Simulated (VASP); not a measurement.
# PbSe: single point with PBE

The system is PbSe.

```
CELL_PARAMETERS angstrom
3.80938 0.00000 0.00000
0.00000 3.80938 0.00000
0.00000 0.00000 3.80938
ATOMIC_POSITIONS crystal
Pb 0.00000 0.00000 0.00000
Se 0.50000 0.50000 0.50000
```

* Program: VASP 6.6.1
* Task: single point
* Functional: PBE
* Potentials or basis: VASP PAW PBE potentials, release 64 (Pb_d, Se)
* Cutoff: 520 eV
* k mesh: 7 × 7 × 7
* Occupations: fermi-dirac, width 0.05 eV
* Spin: no spin polarisation

```
Pressure               : -1.1 GPa
Band gap on the k mesh : zero (band 10 reaches 5.09 eV, above the bottom of band 11 at 5.02 eV)
```

Levels at points of the mesh, in eV from the Fermi level:
| k point | band 6 | band 7 | band 8 | band 9 | band 10 | band 11 | band 12 | band 13 | band 14 | band 15 |
| --- | --- | --- | --- | --- | --- | --- | --- | --- | --- | --- |
| (0.00, 0.00, 0.00) | -13.05 | -7.08 | -1.41 | -1.41 | -1.41 | 5.18 | 5.18 | 5.95 | 5.95 | 5.95 |

It took 32 s on 1 thread of Intel Xeon 8259CL, on a shared host, peak memory 0.13 GiB.

Caveat: spin-orbit coupling is left out, which moves the levels of the heavy elements.
